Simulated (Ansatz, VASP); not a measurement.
## Two plane-wave programs on Ru2Br

```
Ru Br
1.0
     5.68239    0.00000    0.00000
     0.00000    5.68239    0.00000
     0.00000    0.00000    3.66003
Ru Br
4 2
Direct
  0.30600 0.30600 0.00000
  0.19400 0.80600 0.50000
  0.69400 0.69400 0.00000
  0.80600 0.19400 0.50000
  0.00000 0.00000 0.00000
  0.50000 0.50000 0.50000
```

Alike in both runs: task relaxation of cell and atoms; functional PBE; k mesh 4 × 4 × 6; occupations gaussian, width 0.1 eV; no spin polarisation.

|  | VASP | Ansatz |
| --- | --- | --- |
| version | VASP 6.6.1 | Ansatz 0.2.0 |
| potentials or method | VASP PAW PBE potentials, release 64 (Ru_pv, Br), cutoff 600 eV | scalar-relativistic, plane waves, PAW |
| valence electrons in the cell | 70 | 78 |

Ansatz gave:

| Property | Result |
| --- | --- |
| gap on the k mesh at the Fermi level, each at its own relaxed structure (eV) | none |
| relaxed volume (Å³/atom) | 18.44 |
| relaxed length of the cell vector where the two differ most in proportion (Å) | 3.877 |

**Question.** Which values does VASP return?

**Answer.** gap on the k mesh at the Fermi level, each at its own relaxed structure (eV): none; relaxed volume (Å³/atom): 18.45; relaxed length of the cell vector where the two differ most in proportion (Å): 3.872.

A gap of «none» marks a metal or a gap that the smearing closes. VASP's potentials hold 70 valence electrons a cell and Ansatz's 78, so a difference there can come from the potentials and not from the codes.
